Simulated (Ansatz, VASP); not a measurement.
## Two plane-wave programs on CdI2

```
CELL_PARAMETERS angstrom
4.29101 0.00000 0.00000
-2.14551 3.71612 0.00000
0.00000 0.00000 7.30358
ATOMIC_POSITIONS crystal
Cd 0.00000 0.00000 0.00000
I 0.33333 0.66667 0.23579
I 0.66667 0.33333 0.76421
```

Alike in both runs: task single point; functional r2SCAN; k mesh 6 × 6 × 2; occupations gaussian, width 0.1 eV; no spin polarisation.

|  | VASP | Ansatz |
| --- | --- | --- |
| version | VASP 6.6.1 | Ansatz 0.2.0 |
| potentials or method | VASP PAW PBE potentials, release 64 (Cd, I), cutoff 550 eV | scalar-relativistic, plane waves, PAW |
| valence electrons in the cell | 26 | 54 |

VASP gave:

```
gap on the k mesh at the Fermi level (eV)                     : 2.83
least direct gap on the mesh (eV)                             : 3.12
pressure (GPa)                                                : -0.1
traceless stress, the component that is largest in VASP (GPa) : -0.10
rms of the force components (eV/Å)                            : 0.005
```

Estimate Ansatz's values.

gap on the k mesh at the Fermi level (eV): 2.84; least direct gap on the mesh (eV): 3.14; pressure (GPa): -0.2; traceless stress, the component that is largest in VASP (GPa): -0.09; rms of the force components (eV/Å): 0.015.

VASP's potentials were made for PBE, not for r2SCAN. Atom by atom the forces differ by 0.010 eV/Å (rms over components). VASP's potentials hold 26 valence electrons a cell and Ansatz's 54, so a difference there can come from the potentials and not from the codes.

The k mesh is coarse, so the values compare programs but aren't converged. Spin-orbit coupling is off throughout.
